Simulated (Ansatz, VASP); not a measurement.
**Pt in VASP and in Ansatz**

```xyz
1
Lattice="0.0000 1.9858 1.9858 1.9858 0.0000 1.9858 1.9858 1.9858 0.0000" Properties=species:S:1:pos:R:3 pbc="T T T"
Pt    0.0000    0.0000    0.0000
```

Alike in both runs: task single point; functional PBE; k mesh 14 × 14 × 14; no spin polarisation.

|  | VASP | Ansatz |
| --- | --- | --- |
| version | VASP 6.6.1 | Ansatz 0.2.0 |
| potentials or method | VASP PAW PBE potentials, release 64 (Pt), cutoff 520 eV | plane waves (420 eV) with PAW, scalar-relativistic |
| occupations | methfessel-paxton of order 1, width 0.3 eV | cold, width 0.3 eV |
| valence electrons in the cell | 10 | 18 |

|  | VASP | Ansatz | Ansatz less VASP |
| --- | --- | --- | --- |
| pressure (GPa) | -0.8 | -0.4 | +0.44 |

VASP's potentials hold 10 valence electrons a cell and Ansatz's 18, so a difference there can come from the potentials and not from the codes.

Neither program's run includes spin-orbit coupling.
